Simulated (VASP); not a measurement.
Wanted: the native input for a VASP 6.6.1 run.

| Property | Result |
| --- | --- |
| Task | single point |
| Functional | PBE |
| Potentials or basis | VASP PAW PBE potentials, release 64 (W_sv, C) |
| Cutoff | 520 eV |
| k mesh | 11 × 11 × 10 |
| Occupations | methfessel-paxton, width 0.1 eV |
| Spin | no spin polarisation |
| Dipole correction | no |
| Further INCAR settings | ALGO = Normal; EDIFF = 1e-07; NBANDS = 16 |

The structure of WC (Qusongite) lies in POSCAR:

```
WC
1.0
    2.8804313312      0.0000000000      0.0000000000
   -1.4402156656      2.4945267105      0.0000000000
    0.0000000000      0.0000000000      2.8111582708
W C
1 1
Direct
    0.0000000000      0.0000000000      0.0000000000
    0.6666666667      0.3333333333      0.5000000000
```

The input as run:

INCAR

```
PREC     = Accurate       # precision mode
ENCUT    = 520            # plane-wave cutoff, eV
EDIFF    = 1E-7           # SCF threshold, eV
ISMEAR   = 1              # smearing method
SIGMA    = 0.1            # smearing width, eV
LREAL    = False          # projectors in reciprocal space
LASPH    = True           # aspherical terms in the spheres
NELM     = 80             # most SCF steps
ALGO     = Normal         # electronic algorithm
ISIF     = 2              # what is computed and relaxed
LWAVE    = False          # write WAVECAR
LCHARG   = False          # write CHGCAR
GGA      = PE             # functional
NBANDS   = 16             # bands
```

KPOINTS

```
regular mesh
0
Gamma
  11 11 10
```

Potentials or basis: VASP PAW PBE potentials, release 64 (W_sv, C).

Command:

```bash
$ cat potpaw_PBE.64/W_sv/POTCAR potpaw_PBE.64/C/POTCAR > POTCAR
$ mpirun -np 1 vasp_std > vasp.out
```

Results of the run:

- Pressure: 18.7 GPa
- Band gap on the k mesh: zero (band 9 reaches 12.11 eV, above the bottom of band 10 at 10.85 eV)

Caveat: spin-orbit coupling is left out, which moves the levels of the heavy elements.

Run time: 11 s on 1 thread of Intel(R) Xeon(R) 6975P-C (Granite Rapids) (shared host), peak memory 0.16 GiB.
